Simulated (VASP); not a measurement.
Write the native input for VASP 6.6.1 that does the following.

```
Task                   : single point
Functional             : PBE
Potentials or basis    : VASP PAW PBE potentials, release 64 (Mn_pv, Hg)
Cutoff                 : 520 eV
k mesh                 : 10 × 10 × 10
Occupations            : fermi-dirac, width 0.1 eV
Spin                   : no spin polarisation
Dipole correction      : no
Further INCAR settings : ALGO = Normal; EDIFF = 1e-07; NBANDS = 20
```

The structure of MnHg lies in POSCAR:

```
MnHg
1.0
    3.1401942063      0.0000000000      0.0000000000
    0.0000000000      3.1401942063      0.0000000000
    0.0000000000      0.0000000000      3.1401942063
Mn Hg
1 1
Direct
    0.5000000000      0.5000000000      0.5000000000
    0.0000000000      0.0000000000      0.0000000000
```

The input as run:

INCAR

```
PREC     = Accurate       # precision mode
ENCUT    = 520            # plane-wave cutoff, eV
EDIFF    = 1E-7           # SCF threshold, eV
ISMEAR   = -1             # smearing method
SIGMA    = 0.1            # smearing width, eV
LREAL    = F              # projectors in reciprocal space
LASPH    = T              # aspherical terms in the spheres
NELM     = 80             # most SCF steps
ALGO     = Normal         # electronic algorithm
ISIF     = 2              # what is computed and relaxed
LWAVE    = F              # write WAVECAR
LCHARG   = T              # write CHGCAR
GGA      = PE             # functional
LELF     = T              # ELF
LVHAR    = T            
NBANDS   = 20             # bands
```

KPOINTS

```
Automatic mesh
0
Gamma
  10 10 10
```

Potentials or basis: VASP PAW PBE potentials, release 64 (Mn_pv, Hg).

Command:

```bash
$ cat potpaw_PBE.64/Mn_pv/POTCAR potpaw_PBE.64/Hg/POTCAR > POTCAR
$ mpirun -np 1 vasp_std > vasp.out
```

Results of the run:

- Pressure: 2.8 GPa
- Band gap on the k mesh: zero (an odd number of electrons rules out a gap without spin polarisation)

Caveat: spin-orbit coupling is left out, which moves the levels of the heavy elements; the run has no spin polarisation, though such a crystal can be magnetic.

Run time: 37 s on 1 thread of Intel Xeon 8259CL, on a shared host, peak memory 0.16 GiB.
